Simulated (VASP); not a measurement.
Input of a VASP 6.6.1 run:

File INCAR:

```
SYSTEM = HfTaN2
  PREC = Accurate
  ENCUT = 520
  EDIFF = 1E-6
  ISMEAR = 1
  SIGMA = 0.05
  LREAL = .False.
  LASPH = .True.
  NELM = 80
  ALGO = Normal
  ISIF = 2
  LWAVE = .False.
  LCHARG = .False.
  GGA = PS
  NBANDS = 24
```

KPOINTS

```
Automatic mesh
0
Gamma
  9 9 9
  0 0 0
```

File POSCAR:

```
HfTaN2
1.0
    5.4513440000      0.0000000000      0.0000000000
    4.5281225137      3.0353348921      0.0000000000
    4.5281225137      1.3772648310      2.7048843770
Hf Ta N
1 1 2
Direct
    0.0000000000      0.0000000000      0.0000000000
    0.5000000000      0.5000000000      0.5000000000
    0.2502980000      0.2502980000      0.2502980000
    0.7497020000      0.7497020000      0.7497020000
```

Potentials or basis: VASP PAW PBE potentials, release 64 (Hf_pv, Ta_pv, N).

The run is started by

```bash
$ cat potpaw_PBE.64/Hf_pv/POTCAR potpaw_PBE.64/Ta_pv/POTCAR potpaw_PBE.64/N/POTCAR > POTCAR
$ mpirun -np 1 vasp_std > vasp.out
```

Task: Predict the pressure.

Result: -8.7 GPa.

Task: Estimate the largest force.

Result: 0.130 eV/Å.

Forces on the atoms (eV/Å):
```
Hf   0.000  0.000  0.000
Ta   0.000  0.000  0.000
N   -0.123 -0.037 -0.023
N    0.123  0.037  0.023
```

Caveat: the PAW data sets were made with another functional, which shifts forces and pressure a little.
